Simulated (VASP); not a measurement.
OsBr3, 4 atoms in the cell. The structure is cubic, space group Pm-3m (No. 221). Conventional cell: a = 5.059 Å, b = 5.059 Å, c = 5.059 Å, α = 90.00°, β = 90.00°, γ = 90.00°. Os (site symmetry m-3m) has 6 Br at 2.53 Å within 3.3 Å. Within 3.3 Å of Br (site symmetry 4/mmm) lie 2 Os at 2.53 Å. 

| Quantity | Value |
| --- | --- |
| Program | VASP 6.6.1 |
| Task | single point |
| Functional | PBEsol |
| Potentials or basis | VASP PAW PBE potentials, release 64 (Os, Br) |
| Cutoff | 520 eV |
| k mesh | 6 × 6 × 6 |
| Occupations | gaussian, width 0.05 eV |
| Spin | collinear spin |
| Starting moments | [1.32, 0.0, 0.0, 0.0] μB |
| Dipole correction | no |
| Further INCAR settings | ALGO = Normal; EDIFF = 1e-06; NBANDS = 26 |

Potentials or basis: VASP PAW PBE potentials, release 64 (Os, Br).

The run is started by

```bash
$ cat potpaw_PBE.64/Os/POTCAR potpaw_PBE.64/Br/POTCAR > POTCAR
$ mpirun -np 1 vasp_std > vasp.out
```

Hardware: 1 thread of Intel Xeon 8259CL (shared host).

Task: How long does it take, and how much memory?

Result: Run time: 3.3 min on 1 thread of Intel Xeon 8259CL (shared host), peak memory 0.33 GiB. Counts: scf iterations 14, k points 20.
